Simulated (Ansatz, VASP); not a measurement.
## Two plane-wave programs on Au

```
CELL_PARAMETERS angstrom
0.00000 2.50968 2.50968
2.50968 0.00000 2.50968
2.50968 2.50968 0.00000
ATOMIC_POSITIONS crystal
Au 0.87500 0.87500 0.87500
Au 0.12500 0.12500 0.12500
```

Change from the starting cell: volume scaled by 0.6, PAW files.

Alike in both runs: task single point; functional LDA; k mesh 12 × 12 × 12; occupations fermi-dirac, width 0.1 eV; no spin polarisation.

|  | VASP | Ansatz |
| --- | --- | --- |
| version | VASP 6.6.1 | Ansatz 0.2.0 |
| potentials or method | VASP PAW LDA potentials, release 64 (Au) | PAW with Ansatz's default frozen-core files, scalar-relativistic |
| plane-wave cutoff (eV) | 520 | 420 |
| valence electrons in the cell | 22 | 38 |

```tsv
	VASP	Ansatz	Ansatz less VASP
pressure (GPa)	161.7	163.7	+1.99
```

LDA's correlation is that of Perdew and Zunger in VASP and of Perdew and Wang (1992) in Ansatz. Both programs put the cell under a high pressure, so it lies far from rest at this level. VASP's potentials hold 22 valence electrons a cell and Ansatz's 38, so a difference there can come from the potentials and not from the codes.

Neither program's run includes spin-orbit coupling. Noted on VASP's run: the cell as given lies far from equilibrium.
